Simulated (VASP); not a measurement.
# Si (I4/mmm) in VASP: notebook, part 2 of 2

VASP 6.6.1. Earlier steps stand in the parts before.

## (4) Single point, LDA (strain +0.030 along x and y, -0.030 along z)

Input file INCAR:

```
SYSTEM = Si
PREC = Accurate
ENCUT = 520
EDIFF = 1E-6
ISMEAR = 0
SIGMA = 0.03
LREAL = .False.
LASPH = .True.
NELM = 80
ALGO = Normal
ISIF = 2
LWAVE = .False.
LCHARG = .False.
NBANDS = 16
```

Input file KPOINTS:

```
regular mesh
0
Gamma
  10 10 10
  0 0 0
```

Input file POSCAR:

```
Si
1.0
   -3.4252076187      3.4252076187      1.8647140902
    3.4252076187     -3.4252076187      1.8647140902
    3.4252076187      3.4252076187     -1.8647140902
Si
4
Direct
    0.1788010600      0.1788010600      0.3576021200
    0.8211989400      0.8211989400      0.6423978800
    0.1788010600      0.8211989400      0.0000000000
    0.8211989400      0.1788010600      0.0000000000
```

Run with:

```bash
> cat potpaw_LDA.64/Si/POTCAR > POTCAR
> mpirun -np 1 vasp_std > vasp.out
```

Wall time 3.4 min (1 thread of Intel Xeon 8259CL, shared host); peak memory 0.25 GiB.

Results (log left out):

* Free energy: -23.2273 eV
* Pressure: -3.5 GPa
* Largest force: 0.587 eV/Å
* Band gap on the k mesh: 0.24 eV (least direct gap 1.01 eV)

Forces in eV/Å, atoms in the order of the input:
```
Si  -0.415 -0.415  0.000
Si   0.415  0.415  0.000
Si   0.415 -0.415  0.000
Si  -0.415  0.415  0.000
```

Stress tensor (GPa, compression positive):
```
-6.70  0.00  0.00
 0.00 -6.70  0.00
 0.00  0.00  2.79
```

Levels at points of the mesh, in eV from the valence-band top:
```csv
k point,band 6,band 7,band 8,band 9,band 10,band 11
"(0.00, 0.00, 0.00)",-1.07,-1.07,-0.36,1.25,1.25,2.03
"(0.50, 0.00, 0.00)",-3.32,-2.13,-1.48,0.80,2.08,2.89
"(0.50, 0.50, 0.00)",-2.03,-1.48,-1.17,1.83,2.11,2.37
"(0.50, 0.50, 0.50)",-0.04,-0.04,0.00,1.01,2.61,2.90
```

Caveat: the cell differs from its parent crystal (strain +0.030 along x and y, -0.030 along z); the cell stands under tension. A k mesh can miss the band edges.

## (5) Single point, LDA (strain +0.015 along x and y, +0.000 along z)

Input file INCAR:

```
SYSTEM = Si
PREC = Accurate
ENCUT = 520
EDIFF = 1E-6
ISMEAR = 0
SIGMA = 0.03
LREAL = .FALSE.
LASPH = .TRUE.
NELM = 100
ALGO = Normal
ISIF = 2
LWAVE = .FALSE.
LCHARG = .FALSE.
GGA = CA
NBANDS = 16
```

Input file KPOINTS:

```
regular mesh
0
G
  10 10 10
  0 0 0
```

Input file POSCAR:

```
Si
1.0
   -3.3753259543      3.3753259543      1.9223856600
    3.3753259543     -3.3753259543      1.9223856600
    3.3753259543      3.3753259543     -1.9223856600
Si
4
Direct
    0.1788010600      0.1788010600      0.3576021200
    0.8211989400      0.8211989400      0.6423978800
    0.1788010600      0.8211989400      0.0000000000
    0.8211989400      0.1788010600      0.0000000000
```

Potentials or basis: VASP PAW LDA potentials, release 64 (Si).

Run with:

```bash
> cat potpaw_LDA.64/Si/POTCAR > POTCAR
> mpirun -np 1 vasp_std > vasp.out
```

OUTCAR:

```text
SYSTEM = Si
   PREC = Accurate
   ENCUT = 520
   EDIFF = 1E-6
   ISMEAR = 0
   LREAL = .FALSE.
   LASPH = .TRUE.
   NELM = 100
   ISIF = 2
   GGA = CA

 ion  position               nearest neighbor table
   1  0.179  0.179  0.358-   2 2.35   2 2.35   3 2.41   4 2.41
   2  0.821  0.821  0.642-   1 2.35   1 2.35   4 2.41   3 2.41
   3  0.179  0.821  0.000-   4 2.35   4 2.35   2 2.41   1 2.41
   4  0.821  0.179  0.000-   3 2.35   3 2.35   2 2.41   1 2.41

  LATTYP: Found a body centered tetragonal cell.
 ALAT       =     6.7506519086
 C/A-ratio  =     0.5695407454

  Lattice vectors:

 A1 = (  -3.3753259543,   3.3753259543,   1.9223856600)
 A2 = (   3.3753259543,  -3.3753259543,   1.9223856600)
 A3 = (   3.3753259543,   3.3753259543,  -1.9223856600)

Analysis of symmetry for initial positions (statically):
=====================================================================
 Subroutine PRICEL returns:
 Original cell was already a primitive cell.

 Routine SETGRP: Setting up the symmetry group for a
 body centered tetragonal supercell.

 Subroutine GETGRP returns: Found 16 space group operations
 (whereof 16 operations were pure point group operations)
 out of a pool of 16 trial point group operations.

The static configuration has the point symmetry D_4h.

Analysis of symmetry for dynamics (positions and initial velocities):
=====================================================================
 Subroutine PRICEL returns:
 Original cell was already a primitive cell.

 Routine SETGRP: Setting up the symmetry group for a
 body centered tetragonal supercell.

 Subroutine GETGRP returns: Found 16 space group operations
 (whereof 16 operations were pure point group operations)
 out of a pool of 16 trial point group operations.

The dynamic configuration has the point symmetry D_4h.

 Subroutine INISYM returns: Found 16 space group operations
 (whereof 16 operations are pure point group operations),
 and found     1 'primitive' translations
[... 121 lines left out ...]
  Fermi-wavevector in a.u.,A,eV,Ry     =   0.928833  1.755239 11.738157  0.862730
  Thomas-Fermi vector in A             =   2.055051
   LORBIT       =      0    0 simple, 1 ext, 2 COOP (PROOUT), +10 PAW based schemes
   GGA     = CA    functional components
   LHFCALC =     F    Hartree Fock is set to
   AEXX    =    0.0000 exact exchange contribution
   IVDW    =     0    specifies the selected vdW correction
   LEPSILON=     F    determine dielectric tensor
   LRPA    =     F    only Hartree local field effects (RPA)
 non-spin polarized calculation
 Gauss-broadening in eV      SIGMA  =   0.03
  energy-cutoff  :      520.00
  volume of cell :       87.61
 maximum number of plane-waves:      2379
 NGX is ok and might be reduce to    40
   NGX = 19   NGY = 19   NGZ = 19

 number of electron      16.0000000 magnetization

 Free energy of the ion-electron system (eV)
  ---------------------------------------------------
  ext. energy  EPLUGINS =         0.00000000
  ---------------------------------------------------
  free energy    TOTEN  =       -23.31975553 eV

  energy without entropy =      -23.31975553  energy(sigma->0) =      -23.31975553

 E-fermi :   5.1983     XC(G=0):  -9.1950

 val. band max:        5.0549266251   @ k =   0.5000   0.5000   0.5000
 cond. band min:       5.3782792111   @ k =   0.3000   0.2000   0.2000
 fundamental gap:      0.3233525860
 Fermi energy:         5.1982834126

 k-point     1 :       0.0000    0.0000    0.0000
  band No.  band energies     occupation
      1      -6.7474      2.00000
      2      -2.7608      2.00000
      3      -0.4193      2.00000
      4      -0.4193      2.00000
      5       1.4424      2.00000
      6       3.7019      2.00000
[... 433 lines left out ...]
      3      -1.9134      2.00000
      4       0.0962      2.00000
      5       0.9806      2.00000
      6       2.1949      2.00000
[... 8 lines left out ...]
     15      11.1186      0.00000
     16      11.8052      0.00000

 [... further k-points ...]

------------------------ aborting loop because EDIFF is reached ----------------------------------------

  FORCE on cell =-STRESS in cart. coord.  units (eV):
  Direction    XX          YY          ZZ          XY          YZ          ZX
  --------------------------------------------------------------------------------------
  -------------------------------------------------------------------------------------
  Total       -2.5768018     -2.5768018     -1.4539543      0.0000000      0.0000000      0.0000000
  in kB      -47.1258989    -47.1258989    -26.5906763      0.0000000      0.0000000      0.0000000
  external PRESSURE =     -40.2808247 kB  Pullay stress =       0.0000000 kB

 VOLUME and BASIS-vectors are now :
 -----------------------------------------------------------------------------
  energy-cutoff  :      520.00
  volume of cell :       87.61
      direct lattice vectors                 reciprocal lattice vectors
    -3.375325954  3.375325954  1.922385660     0.000000000  0.148133842  0.260093492
     3.375325954 -3.375325954  1.922385660     0.148133842  0.000000000  0.260093492
     3.375325954  3.375325954 -1.922385660     0.148133842  0.148133842  0.000000000

 POSITION                                       TOTAL-FORCE (eV/Angst)
 -----------------------------------------------------------------------------------
      1.20702      1.20702     -0.00000        -0.137812     -0.137812      0.000000
      2.16830      2.16830      1.92239         0.137812      0.137812     -0.000000
      2.16830     -2.16830      1.92239         0.137812     -0.137812     -0.000000
     -2.16830      2.16830      1.92239        -0.137812      0.137812     -0.000000
 -----------------------------------------------------------------------------------
    total drift:                               -0.000000     -0.000000      0.000000

  FREE ENERGIE OF THE ION-ELECTRON SYSTEM (eV)
  ---------------------------------------------------
  free  energy   TOTEN  =       -23.3197555335 eV

  energy  without entropy=      -23.3197555335  energy(sigma->0) =      -23.31975553
```

stdout:

```text
POSCAR found type information on POSCAR Si
 POSCAR found :  1 types and       4 ions
 scaLAPACK will be used
 LDA part: xc-table for (Slater(with rela. corr.)+CA(PZ))
 , standard interpolation
 POSCAR, INCAR and KPOINTS ok, starting setup
 FFT: planning ... GRIDC
 FFT: planning ... GRID_SOFT
 FFT: planning ... GRID
 WAVECAR not read
 entering main loop
```

Wall time 2.8 min (1 thread of Intel Xeon 8259CL, shared host); peak memory 0.25 GiB.

What came out:

* Free energy: -23.3198 eV
* Pressure: -4.0 GPa
* Largest force: 0.195 eV/Å
* Band gap on the k mesh: 0.32 eV (least direct gap 0.49 eV)

Forces in eV/Å, atoms in the order of the input:
```
Si  -0.138 -0.138  0.000
Si   0.138  0.138  0.000
Si   0.138 -0.138  0.000
Si  -0.138  0.138  0.000
```

Caveat: the cell differs from its parent crystal (strain +0.015 along x and y, +0.000 along z); the cell stands under tension. A k mesh can miss the band edges.

## (6) The runs side by side

| cell | gap on the mesh (eV) | pressure (GPa) | largest force (eV/Å) |
| --- | --- | --- | --- |
| a = 5.092 Å, angles 98.4, 98.4, 134.9°, 4 atoms | 0.13 | -3.0 | 0.10 |
| a = 5.135 Å, angles 97.8, 97.8, 136.7°, 4 atoms | 0.31 | -2.8 | 0.33 |
| a = 5.190 Å, angles 97.4, 97.4, 137.9°, 4 atoms | 0.24 | -3.5 | 0.59 |
| a = 5.146 Å, angles 98.0, 98.0, 136.1°, 4 atoms | 0.32 | -4.0 | 0.19 |

Alike in all rows: task single point; level LDA; potentials or basis VASP PAW LDA potentials, release 64 (Si); no spin polarisation; k mesh 10 × 10 × 10; cutoff (eV) 520; smearing gaussian 0.03 eV.

Caveats: the cell stands under tension (at least some runs).

Total energies depend on the potentials used, so only differences within one code and one set of settings carry meaning.
